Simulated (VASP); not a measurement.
# NaF: single point with r2SCAN

NaF:

```
Na F
1.0
     0.00000    2.12875    2.76737
     2.12875    0.00000    2.76737
     2.12875    2.12875    0.00000
Na F
1 1
Direct
  0.00000 0.00000 0.00000
  0.50000 0.50000 0.50000
```

This cell differs from its parent crystal: ratio of the length along z to the lengths across it x 1.3, volume and fractional coordinates fixed.

- Program: VASP 6.6.1
- Task: single point
- Functional: r2SCAN
- Potentials or basis: VASP PAW PBE potentials, release 64 (Na_pv, F)
- Cutoff: 520 eV
- k mesh: 10 × 10 × 10
- Occupations: gaussian, width 0.05 eV
- Spin: no spin polarisation
- Dipole correction: no
- Further INCAR settings: ALGO = Normal; EDIFF = 1e-06; NBANDS = 14

| Quantity | Value |
| --- | --- |
| Pressure | 5.6 GPa |
| Band gap on the k mesh | 6.90 eV |

Stress tensor (GPa, compression positive):
```
11.33  0.00  0.00
 0.00 11.33  0.00
 0.00  0.00 -5.97
```

Levels at points of the mesh, in eV from the valence-band top:
| k point | band 3 | band 4 | band 5 | band 6 | band 7 | band 8 | band 9 | band 10 | band 11 | band 12 |
| --- | --- | --- | --- | --- | --- | --- | --- | --- | --- | --- |
| (0.00, 0.00, 0.00) | -19.30 | -19.30 | -0.16 | 0.00 | 0.00 | 6.90 | 19.05 | 20.96 | 20.96 | 22.20 |
| (0.50, 0.00, 0.00) | -19.27 | -18.55 | -1.62 | -0.48 | -0.23 | 11.45 | 13.07 | 19.80 | 22.33 | 24.23 |
| (0.50, 0.50, 0.00) | -19.32 | -19.31 | -1.46 | -0.16 | -0.16 | 11.73 | 14.57 | 15.77 | 23.17 | 23.17 |
| (0.50, 0.00, 0.50) | -19.44 | -19.41 | -1.15 | -0.74 | -0.35 | 13.55 | 15.06 | 15.13 | 18.99 | 21.74 |

It took 76 s on 1 thread of Intel(R) Xeon(R) 6975P-C (Granite Rapids), with other jobs on the host, peak memory 0.17 GiB.

Caveat: the cell stands under pressure; the PAW data sets were made with another functional, which shifts forces and pressure a little. A k mesh can miss the band edges.
